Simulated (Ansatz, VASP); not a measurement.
**One calculation of CsH, two programs**

```
Cs H
1.0
     0.00000    3.00002    3.60003
     3.00002    0.00000    3.60003
     3.00002    3.00002    0.00000
Cs H
1 1
Direct
  0.00000 0.00000 0.00000
  0.50000 0.50000 0.50000
```

Alike in both runs: task single point; functional r2SCAN; k mesh 8 × 8 × 8; occupations gaussian, width 0.05 eV; no spin polarisation.

|  | VASP | Ansatz |
| --- | --- | --- |
| version | VASP 6.6.1 | Ansatz 0.2.0 |
| potentials or method | VASP PAW PBE potentials, release 64 (Cs_sv, H), cutoff 520 eV | scalar-relativistic, plane waves, PAW |
| valence electrons in the cell | 10 | 10 |

VASP gave:

| Item | Value |
| --- | --- |
| gap on the k mesh at the Fermi level (eV) | 2.51 |
| least direct gap on the mesh (eV) | 2.51 |
| pressure (GPa) | 0.8 |
| traceless stress, the component that is largest in VASP (GPa) | -2.23 |

Question: Estimate Ansatz's values.

Answer: gap on the k mesh at the Fermi level (eV): 2.53; least direct gap on the mesh (eV): 2.53; pressure (GPa): 0.8; traceless stress, the component that is largest in VASP (GPa): -2.18.

VASP's potentials were made for PBE, not for r2SCAN. The functional is the same, so the differences come from potentials, cutoffs and numerics.

Spin-orbit coupling is off throughout.
